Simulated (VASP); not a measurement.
# V (Im-3m) in VASP: further runs

Runs on V. Level: PBE. Tasks: single point.

All numbers are computed with VASP 6.6.1; they aren't measurements. Logs are shortened: lines on timing, memory, paths and dates and some standing lists are left out, and cuts for length are marked.

## Step 1: The cell of the first run

The structure is cubic, space group Im-3m (No. 229). The conventional cell has a = 3.036 Å, b = 3.036 Å, c = 3.036 Å, α = 90.00°, β = 90.00°, γ = 90.00°. Within 3.5 Å of V (site symmetry m-3m) lie 14 V at 2.63 to 3.04 Å.

## Step 2: Single point, PBE

The input, INCAR:

```
PREC = Accurate
ENCUT = 520
EDIFF = 1E-7
ISMEAR = -1
SIGMA = 0.06122561905347299
LREAL = False
LASPH = True
NELM = 60
ALGO = Normal
ISIF = 2
LWAVE = False
LCHARG = False
GGA = PE
NBANDS = 12
```

The input, KPOINTS:

```
regular mesh
0
Gamma
  51 51 51
```

The input, POSCAR:

```
V
1.0
   -1.5182395338      1.5182395338      1.5182395338
    1.5182395338     -1.5182395338      1.5182395338
    1.5182395338      1.5182395338     -1.5182395338
V
1
Direct
    0.0000000000      0.0000000000      0.0000000000
```

Potentials or basis: VASP PAW PBE potentials, release 64 (V_sv).

Command:

```bash
$ cat potpaw_PBE.64/V_sv/POTCAR > POTCAR
$ mpirun -np 1 vasp_std > vasp.out
```

OUTCAR:

```text
PREC = Accurate
   ENCUT = 520
   EDIFF = 1E-7
   ISMEAR = -1
   LREAL = False
   LASPH = True
   NELM = 60
   ISIF = 2
   GGA = PE

 ion  position               nearest neighbor table
   1  0.000  0.000  0.000-

  LATTYP: Found a body centered cubic cell.
 ALAT       =     3.0364790676

  Lattice vectors:

 A1 = (  -1.5182395338,   1.5182395338,   1.5182395338)
 A2 = (   1.5182395338,  -1.5182395338,   1.5182395338)
 A3 = (   1.5182395338,   1.5182395338,  -1.5182395338)

Analysis of symmetry for initial positions (statically):
=====================================================================
 Subroutine PRICEL returns:
 Original cell was already a primitive cell.

 Routine SETGRP: Setting up the symmetry group for a
 body centered cubic supercell.

 Subroutine GETGRP returns: Found 48 space group operations
 (whereof 48 operations were pure point group operations)
 out of a pool of 48 trial point group operations.

The static configuration has the point symmetry O_h .

Analysis of symmetry for dynamics (positions and initial velocities):
=====================================================================
 Subroutine PRICEL returns:
 Original cell was already a primitive cell.

 Routine SETGRP: Setting up the symmetry group for a
 body centered cubic supercell.

 Subroutine GETGRP returns: Found 48 space group operations
 (whereof 48 operations were pure point group operations)
 out of a pool of 48 trial point group operations.

The dynamic configuration has the point symmetry O_h .

 Subroutine INISYM returns: Found 48 space group operations
 (whereof 48 operations are pure point group operations),
 and found     1 'primitive' translations

----------------------------------------------------------------------------------------

                                     Primitive cell

  volume of cell :      13.9985

  direct lattice vectors                    reciprocal lattice vectors
    -1.518239534  1.518239534  1.518239534     0.000000000  0.329328798  0.329328798
     1.518239534 -1.518239534  1.518239534     0.329328798  0.000000000  0.329328798
     1.518239534  1.518239534 -1.518239534     0.329328798  0.329328798  0.000000000

  length of vectors
     2.629668011  2.629668011  2.629668011     0.465741252  0.465741252  0.465741252

  position of ions in fractional coordinates (direct lattice)
     0.000000000  0.000000000  0.000000000
[... 75 lines left out ...]
   NELM   =     60;   NELMIN=  2; NELMDL= -5     # of ELM steps
   EDIFF  = 0.1E-06   stopping-criterion for ELM
   LREAL  =      F    real-space projection
   EDIFFG = 0.1E-05   stopping-criterion for IOM
   NSW    =      0    number of steps for IOM
   IBRION =     -1    ionic relax: 0-MD 1-quasi-New 2-CG
   NFREE  =      0    steps in history (QN), initial steepest desc. (CG)
   ISIF   =      2    stress and relaxation
   ISYM   =      2    0-nonsym 1-usesym 2-fastsym
   POTIM  = 0.5000    time-step for ionic-motion
   TEBEG  =    0.0;   TEEND  =   0.0 temperature during run
   PSTRESS=    0.0 pullay stress
   NELECT =      13.0000    total number of electrons
   NUPDOWN=      -1.0000    fix difference up-down
   EMIN   =  10.00;   EMAX   =-10.00  energy-range for DOS
   EFERMI =   0.00;   METHOD = LEGACY
   ISMEAR =    -1;   SIGMA  =   0.06  broadening in eV -4-tet -1-fermi 0-gaus
   EFERMI_NEDOS =   21; number of points for ismear=-14 and -15
   IALGO  =     38    algorithm
   IMIX   =      4    mixing-type and parameters
     AMIX     =   0.40;   BMIX     =  1.00
     AMIX_MAG =   1.60;   BMIX_MAG =  1.00
  volume/ion in A,a.u.               =      14.00        94.47
  Fermi-wavevector in a.u.,A,eV,Ry     =   1.597211  3.018291 34.709596  2.551083
  Thomas-Fermi vector in A             =   2.694853
   LORBIT       =      0    0 simple, 1 ext, 2 COOP (PROOUT), +10 PAW based schemes
   GGA     = PE    functional components
   LHFCALC =     F    Hartree Fock is set to
   AEXX    =    0.0000 exact exchange contribution
   IVDW    =     0    specifies the selected vdW correction
   LEPSILON=     F    determine dielectric tensor
   LRPA    =     F    only Hartree local field effects (RPA)
 non-spin polarized calculation
  energy-cutoff  :      520.00
  volume of cell :       14.00
 maximum number of plane-waves:       394
   NGX =  9   NGY =  9   NGZ =  9

 number of electron      12.9999999 magnetization

 Free energy of the ion-electron system (eV)
  ---------------------------------------------------
  ext. energy  EPLUGINS =         0.00000000
  ---------------------------------------------------
  free energy    TOTEN  =        -8.99238309 eV

  energy without entropy =       -8.96925247  energy(sigma->0) =       -8.98081778

 E-fermi :   9.2410     XC(G=0): -12.6974

 val. band max:        9.2406057233   @ k =   0.3137   0.0980   0.0392
 cond. band min:       9.2414339213   @ k =   0.1176   0.0392   0.0392
 fundamental gap:      0.0008281981
 Fermi energy:         9.2410014901

 k-point     1 :       0.0000    0.0000    0.0000
  band No.  band energies     occupation
      1     -54.5316      2.00000
      2     -27.8908      2.00000
      3     -27.8908      2.00000
      4     -27.8908      2.00000
      5       2.7358      2.00000
      6       9.6380      0.00305
      7       9.6380      0.00305
      8       9.6380      0.00305
      9      11.5525      0.00000
     10      11.5525      0.00000
     11      29.4192      0.00000
     12      29.4192      0.00000
[... 331 lines left out ...]
 k-point    24 :       0.4510    0.0000    0.0000
  band No.  band energies     occupation
      1     -54.3661      2.00000
      2     -28.6678      2.00000
      3     -28.1355      2.00000
      4     -27.8959      2.00000
      5       6.1810      2.00000
      6       8.2091      2.00000
      7      10.5019      0.00000
      8      11.5489      0.00000
      9      11.8728      0.00000
     10      13.0350      0.00000
     11      19.2974      0.00000
     12      24.9548      0.00000

 [... further k-points ...]
[... 5 lines left out ...]
  --------------------------------------------------------------------------------------
  -------------------------------------------------------------------------------------
  Total       -0.5574092     -0.5574092     -0.5574092      0.0000000     -0.0000000     -0.0000000
  in kB      -63.7975242    -63.7975242    -63.7975242      0.0000000     -0.0000000     -0.0000000
  external PRESSURE =     -63.7975242 kB  Pullay stress =       0.0000000 kB

 VOLUME and BASIS-vectors are now :
 -----------------------------------------------------------------------------
  energy-cutoff  :      520.00
  volume of cell :       14.00
      direct lattice vectors                 reciprocal lattice vectors
    -1.518239534  1.518239534  1.518239534     0.000000000  0.329328798  0.329328798
     1.518239534 -1.518239534  1.518239534     0.329328798  0.000000000  0.329328798
     1.518239534  1.518239534 -1.518239534     0.329328798  0.329328798  0.000000000

 POSITION                                       TOTAL-FORCE (eV/Angst)
 -----------------------------------------------------------------------------------
      0.00000      0.00000      0.00000        -0.000000      0.000000     -0.000000
 -----------------------------------------------------------------------------------
    total drift:                                0.000000     -0.000000      0.000000

  FREE ENERGIE OF THE ION-ELECTRON SYSTEM (eV)
  ---------------------------------------------------
  free  energy   TOTEN  =        -8.9923830918 eV

  energy  without entropy=       -8.9692524709  energy(sigma->0) =       -8.98081778
```

stdout:

```text
POSCAR found type information on POSCAR V
 POSCAR found :  1 types and       1 ions
 scaLAPACK will be used
 LDA part: xc-table for (Slater+PW92), standard interpolation
 POSCAR, INCAR and KPOINTS ok, starting setup
 FFT: planning ... GRIDC
 FFT: planning ... GRID_SOFT
 FFT: planning ... GRID
 WAVECAR not read
 entering main loop
```

Wall time 2.9 min (1 thread of Intel Xeon 6975P-C (Granite Rapids), shared host); peak memory 0.6 GiB.

What came out:

```yaml
Free_energy: -8.9924 eV
Pressure: -6.4 GPa
Band_gap_on_the_k_mesh: zero (an odd number of electrons rules out a gap without spin polarisation)
```

Caveat: the cell stands under tension.

## Step 3: Single point, PBE

This run uses another cell than the first one, of 14.27 Å³/atom.

The input, INCAR:

```
SYSTEM = V
ALGO = Normal
EDIFF = 1E-7
ENCUT = 520
GGA = PE
ISIF = 2
ISMEAR = -1
LASPH = .True.
LCHARG = .True.
LELF = .True.
LREAL = .False.
LVHAR = .True.
LWAVE = .False.
NBANDS = 12
NELM = 100
PREC = Accurate
SIGMA = 0.06122561905347299
```

The input, KPOINTS:

```
k-points
0
Gamma
  51 51 51
  0 0 0
```

The input, POSCAR:

```
V
1.0
   -1.5279101100      1.5279101100      1.5279101100
    1.5279101100     -1.5279101100      1.5279101100
    1.5279101100      1.5279101100     -1.5279101100
V
1
Direct
    0.0000000000      0.0000000000      0.0000000000
```

Potentials or basis: VASP PAW PBE potentials, release 64 (V_sv).

Command:

```bash
$ cat potpaw_PBE.64/V_sv/POTCAR > POTCAR
$ mpirun -np 1 vasp_std > vasp.out
```

Wall time 3.2 min (1 thread of Intel Xeon 6975P-C (Granite Rapids), shared host); peak memory 0.6 GiB.

It converged, with:

| Item | Value |
| --- | --- |
| Free energy | -8.9793 eV |
| Pressure | -9.3 GPa |
| Band gap on the k mesh | zero (an odd number of electrons rules out a gap without spin polarisation) |

Levels at points of the mesh, in eV from the Fermi level:
```csv
k point,band 3,band 4,band 5,band 6,band 7,band 8,band 9,band 10,band 11,band 12
"(0.00, 0.00, 0.00)",-37.18,-37.18,-6.46,0.39,0.39,0.39,2.26,2.26,20.03,20.03
```

Caveat: the cell stands under tension.

## Step 4: Single point, PBE

This run uses another cell than the first one, of 12.92 Å³/atom.

The input, INCAR:

```
PREC = Accurate
ENCUT = 520
EDIFF = 1E-7
ISMEAR = -1
SIGMA = 0.06122561905347299
LREAL = False
LASPH = True
NELM = 60
ALGO = Normal
ISIF = 2
LWAVE = False
LCHARG = False
GGA = PE
NBANDS = 12
```

The input, KPOINTS:

```
regular mesh
0
Gamma
  51 51 51
```

The input, POSCAR:

```
V
1.0
   -1.4782671535      1.4782671535      1.4782671535
    1.4782671535     -1.4782671535      1.4782671535
    1.4782671535      1.4782671535     -1.4782671535
V
1
Direct
    0.0000000000      0.0000000000      0.0000000000
```

Potentials or basis: VASP PAW PBE potentials, release 64 (V_sv).

Command:

```bash
$ cat potpaw_PBE.64/V_sv/POTCAR > POTCAR
$ mpirun -np 1 vasp_std > vasp.out
```

OUTCAR:

```text
PREC = Accurate
   ENCUT = 520
   EDIFF = 1E-7
   ISMEAR = -1
   LREAL = False
   LASPH = True
   NELM = 60
   ISIF = 2
   GGA = PE

 ion  position               nearest neighbor table
   1  0.000  0.000  0.000-

  LATTYP: Found a body centered cubic cell.
 ALAT       =     2.9565343070

  Lattice vectors:

 A1 = (  -1.4782671535,   1.4782671535,   1.4782671535)
 A2 = (   1.4782671535,  -1.4782671535,   1.4782671535)
[... 527 lines left out ...]
      1     -53.2090      2.00000
      2     -27.6669      2.00000
      3     -26.9754      2.00000
      4     -26.6743      2.00000
      5       6.9209      2.00000
      6       9.0580      2.00000
      7      11.7641      0.00000
      8      12.7909      0.00000
      9      13.1452      0.00000
     10      14.4551      0.00000
     11      21.3027      0.00000
     12      26.5605      0.00000

 [... further k-points ...]
[... 5 lines left out ...]
  --------------------------------------------------------------------------------------
  -------------------------------------------------------------------------------------
  Total        0.6732666      0.6732666      0.6732666      0.0000000      0.0000000      0.0000000
  in kB       83.4793204     83.4793204     83.4793204      0.0000000      0.0000000      0.0000000
  external PRESSURE =      83.4793204 kB  Pullay stress =       0.0000000 kB

 VOLUME and BASIS-vectors are now :
 -----------------------------------------------------------------------------
  energy-cutoff  :      520.00
  volume of cell :       12.92
      direct lattice vectors                 reciprocal lattice vectors
    -1.478267154  1.478267154  1.478267154     0.000000000  0.338233856  0.338233856
     1.478267154 -1.478267154  1.478267154     0.338233856  0.000000000  0.338233856
     1.478267154  1.478267154 -1.478267154     0.338233856  0.338233856  0.000000000

 POSITION                                       TOTAL-FORCE (eV/Angst)
 -----------------------------------------------------------------------------------
      0.00000      0.00000      0.00000        -0.000000      0.000000      0.000000
 -----------------------------------------------------------------------------------
    total drift:                                0.000000     -0.000000     -0.000000

  FREE ENERGIE OF THE ION-ELECTRON SYSTEM (eV)
  ---------------------------------------------------
  free  energy   TOTEN  =        -8.9885154322 eV

  energy  without entropy=       -8.9674147942  energy(sigma->0) =       -8.97796511
```

OSZICAR:

```text
N       E                     dE             d eps       ncg     rms          rms(c)
DAV:   1     0.905786471214E+02    0.90579E+02   -0.70422E+03 78844   0.119E+03
DAV:   2    -0.902084702309E+01   -0.99599E+02   -0.96642E+02 80252   0.331E+02
DAV:   3    -0.102953739204E+02   -0.12745E+01   -0.12709E+01 87056   0.437E+01
DAV:   4    -0.103017057909E+02   -0.63319E-02   -0.63318E-02 84312   0.327E+00
DAV:   5    -0.103017807442E+02   -0.74953E-04   -0.74953E-04 86176   0.336E-01    0.194E+01
DAV:   6    -0.901510107592E+01    0.12867E+01   -0.28595E+00 81732   0.284E+01    0.214E+00
DAV:   7    -0.899627731423E+01    0.18824E-01   -0.24659E-02 83712   0.186E+00    0.114E+00
DAV:   8    -0.898846703147E+01    0.78103E-02   -0.46398E-03 83408   0.102E+00    0.536E-02
DAV:   9    -0.898851154503E+01   -0.44514E-04   -0.10796E-04 81964   0.151E-01    0.350E-02
DAV:  10    -0.898851467508E+01   -0.31300E-05   -0.66776E-06 83176   0.348E-02    0.437E-03
DAV:  11    -0.898851514118E+01   -0.46610E-06   -0.43658E-07 83188   0.111E-02    0.484E-04
DAV:  12    -0.898851534634E+01   -0.20516E-06   -0.13189E-08 41484   0.188E-03    0.435E-04
DAV:  13    -0.898851543216E+01   -0.85818E-07   -0.20320E-09 40092   0.713E-04
   1 F= -.89885154E+01 E0= -.89779651E+01  d E =-.211006E-01
```

Run time: 11 min. Hardware: 1 thread of Oxide Virtual Turin-like, shared host; peak memory 0.53 GiB.

What came out:

* Free energy: -8.9885 eV
* Pressure: 8.3 GPa
* Band gap on the k mesh: zero (an odd number of electrons rules out a gap without spin polarisation)

Caveat: the cell stands under pressure.

## Step 5: Single point, PBE

This run uses another cell than the first one, of 13.19 Å³/atom.

The input, INCAR:

```
SYSTEM = V
  PREC = Accurate
  ENCUT = 520
  EDIFF = 1E-7
  ISMEAR = -1
  SIGMA = 0.06122561905347299
  LREAL = .FALSE.
  LASPH = .TRUE.
  NELM = 80
  ALGO = Normal
  ISIF = 2
  LWAVE = .FALSE.
  LCHARG = .FALSE.
  GGA = PE
  NBANDS = 12
```

The input, KPOINTS:

```
Automatic mesh
0
G
  51 51 51
  0 0 0
```

The input, POSCAR:

```
V
1.0
   -1.4884624216      1.4884624216      1.4884624216
    1.4884624216     -1.4884624216      1.4884624216
    1.4884624216      1.4884624216     -1.4884624216
V
1
Direct
    0.0000000000      0.0000000000      0.0000000000
```

Command:

```bash
$ cat potpaw_PBE.64/V_sv/POTCAR > POTCAR
$ mpirun -np 1 vasp_std > vasp.out
```

Wall time 8.3 min (1 thread of Oxide Virtual Turin-like, shared host); peak memory 0.53 GiB.

It converged, with:

```yaml
Free_energy: -8.9990 eV
Pressure: 4.1 GPa
Band_gap_on_the_k_mesh: zero (an odd number of electrons rules out a gap without spin polarisation)
```

Levels at points of the mesh, in eV from the Fermi level:
```tsv
k point	band 5	band 6	band 7	band 8	band 9	band 10
(0.00, 0.00, 0.00)	-6.64	0.41	0.41	0.41	2.47	2.47
```

Caveat: the cell stands under pressure.

## Step 6: Overview

```csv
cell,gap on the mesh (eV),pressure (GPa)
"a = 2.630 Å, angles 109.5°, 1 atom",none,-6.4
"a = 2.646 Å, angles 109.5°, 1 atom",none,-9.3
"a = 2.560 Å, angles 109.5°, 1 atom",none,8.3
"a = 2.578 Å, angles 109.5°, 1 atom",none,4.1
```

Alike in all rows: task single point; level PBE; potentials or basis VASP PAW PBE potentials, release 64 (V_sv); no spin polarisation; k mesh 51 × 51 × 51; cutoff (eV) 520; smearing fermi-dirac 0.0612256 eV.

Caveats: the cell stands under tension (at least some runs); the cell stands under pressure (at least some runs).

Total energies depend on the potentials used, so only differences within one code and one set of settings carry meaning.
